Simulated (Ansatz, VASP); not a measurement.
# Two plane-wave programs on MnSb

INCAR

```
  ALGO = Normal
  EDIFF = 1E-7
  ENCUT = 520
  GGA = PE
  ISIF = 2
  ISMEAR = 0
  ISPIN = 2
  LASPH = True
  LCHARG = False
  LMAXMIX = 4
  LORBIT = 11
  LREAL = False
  LWAVE = False
  MAGMOM = 4 0
  NBANDS = 20
  NELM = 150
  PREC = Accurate
  SIGMA = 0.1
```

File KPOINTS:

```
k-points
0
Gamma
  6 6 6
```

File POSCAR:

```
MnSb
1.0
    0.0000000000      2.7950160000      2.7950160000
    2.7950160000      0.0000000000      2.7950160000
    2.7950160000      2.7950160000      0.0000000000
Mn Sb
1 1
Direct
    0.0000000000      0.0000000000      0.0000000000
    0.5000000000      0.5000000000      0.5000000000
```

Input for Ansatz:

```yaml
crystal:
  lattice:
    - [0.0, 2.795016, 2.795016]
    - [2.795016, 0.0, 2.795016]
    - [2.795016, 2.795016, 0.0]
  atoms:
    - { symbol: Mn, position: [0.0, 0.0, 0.0], spin: 4.0 }
    - { symbol: Sb, position: [0.5, 0.5, 0.5] }
basis:
  ecutwfc: 420
kpoints:
  mp_grid: { grid: [6, 6, 6] }
hamiltonian:
  xc: pbe
scf:
  occupations: { method: gaussian, width: 0.1 }
  lower_state_search: "off"
output:
  forces: true
  stress: true
  eigenvalues: true
  populations: true
magnetization:
  spin_polarized: true
```

Alike in both runs: task single point; functional PBE; k mesh 6 × 6 × 6; occupations gaussian, width 0.1 eV; collinear spin.

|  | VASP | Ansatz |
| --- | --- | --- |
| version | VASP 6.6.1 | Ansatz 0.2.0 |
| potentials or method | VASP PAW PBE potentials, release 64 (Mn_pv, Sb), cutoff 520 eV | scalar-relativistic, plane waves, PAW |
| valence electrons in the cell | 18 | 30 |

Ansatz gave:

```
gap on the k mesh at the Fermi level (eV)                     : none
pressure (GPa)                                                : -0.4
net moment per atom (μB)                                      : 1.93
size of the moment on the site where the two differ most (μB) : 3.81
```

Problem. What did VASP give for the same quantities?

Solution. gap on the k mesh at the Fermi level (eV): none; pressure (GPa): -0.5; net moment per atom (μB): 1.92; size of the moment on the site where the two differ most (μB): 3.76.

Site moments also hang on the region over which each program counts them. A gap of «none» marks a metal or a gap that the smearing closes. With one functional, cell and mesh, what is left measures potentials, basis and numerics. VASP's potentials hold 18 valence electrons a cell and Ansatz's 30, so a difference there can come from the potentials and not from the codes.

Neither program's run includes spin-orbit coupling.
